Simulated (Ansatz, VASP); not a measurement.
# Two plane-wave programs on Ta

```
Ta
1.0
     0.00000    2.12374    2.12374
     2.12374    0.00000    2.12374
     2.12374    2.12374    0.00000
Ta
1
Direct
  0.00000 0.00000 0.00000
```

Alike in both runs: task single point; functional RPBE; k mesh 14 × 14 × 14; occupations fermi-dirac, width 0.1 eV; no spin polarisation.

|  | VASP | Ansatz |
| --- | --- | --- |
| version | VASP 6.6.1 | Ansatz 0.2.0 |
| potentials or method | VASP PAW PBE potentials, release 64 (Ta_pv), cutoff 520 eV | plane waves (420 eV) with PAW, scalar-relativistic |
| valence electrons in the cell | 11 | 13 |

```tsv
	VASP	Ansatz	Ansatz less VASP
pressure (GPa)	0.1	0.1	+0.03
```

VASP's potentials were made for PBE, not for RPBE. VASP's potentials hold 11 valence electrons a cell and Ansatz's 13, so a difference there can come from the potentials and not from the codes.

Spin-orbit coupling is off throughout.
